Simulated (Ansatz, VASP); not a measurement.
One calculation of Sr, two programs

Contents of INCAR:

```
SYSTEM = Sr
PREC = Accurate
ENCUT = 600
EDIFF = 1E-6
ISMEAR = 0
SIGMA = 0.01
LREAL = .False.
LASPH = .True.
NELM = 60
ALGO = Normal
ISIF = 3
LWAVE = .False.
LCHARG = .False.
GGA = CA
IBRION = 2
NSW = 100
EDIFFG = -0.002
```

File KPOINTS:

```
Automatic mesh
0
Gamma
  14 14 14
  0 0 0
```

The input POSCAR:

```
Sr
1.0
    0.0000000000      3.0336031300      3.0336031300
    3.0336031300      0.0000000000      3.0336031300
    3.0336031300      3.0336031300      0.0000000000
Sr
1
Direct
    0.0000000000      0.0000000000      0.0000000000
```

Input for Ansatz:

```yaml
crystal:
  lattice:
    - [0.0, 3.03360313, 3.03360313]
    - [3.03360313, 0.0, 3.03360313]
    - [3.03360313, 3.03360313, 0.0]
  atoms:
    - { symbol: Sr, position: [0.0, 0.0, 0.0] }
basis:
  ecutwfc: 420
kpoints:
  mp_grid: { grid: [14, 14, 14] }
hamiltonian:
  xc: lda
  pseudopotentials: { kind: paw, azcp: { folder: soft_1 } }
scf:
  occupations: { method: gaussian, width: 0.01 }
output:
  forces: true
  stress: true
  eigenvalues: true
relax:
  adjacent_minimum: "off"
  f_tol: 0.002
  max_steps: 80
  cell: { stress_tol: 0.02 }
```

Alike in both runs: task relaxation of cell and atoms; functional LDA; k mesh 14 × 14 × 14; occupations gaussian, width 0.01 eV; no spin polarisation.

```csv
,VASP,Ansatz
version,VASP 6.6.1,Ansatz 0.2.0
potentials or method,"VASP PAW LDA potentials, release 64 (Sr_sv), cutoff 600 eV","scalar-relativistic, plane waves, PAW"
valence electrons in the cell,10,10
```

|  | VASP | Ansatz | Ansatz less VASP |
| --- | --- | --- | --- |
| gap on the k mesh at the Fermi level, each at its own relaxed structure (eV) | 0.10 | 0.09 | -0.006 |
| relaxed volume (Å³/atom) | 48.43 | 48.39 | -0.036 |
| relaxed cell length with the largest relative difference (Å) | 4.091 | 4.090 | -0.0010 |

Ansatz warns that its potentials were made for another functional, while VASP's fit it. LDA's correlation is that of Perdew and Zunger in VASP and of Perdew and Wang (1992) in Ansatz.
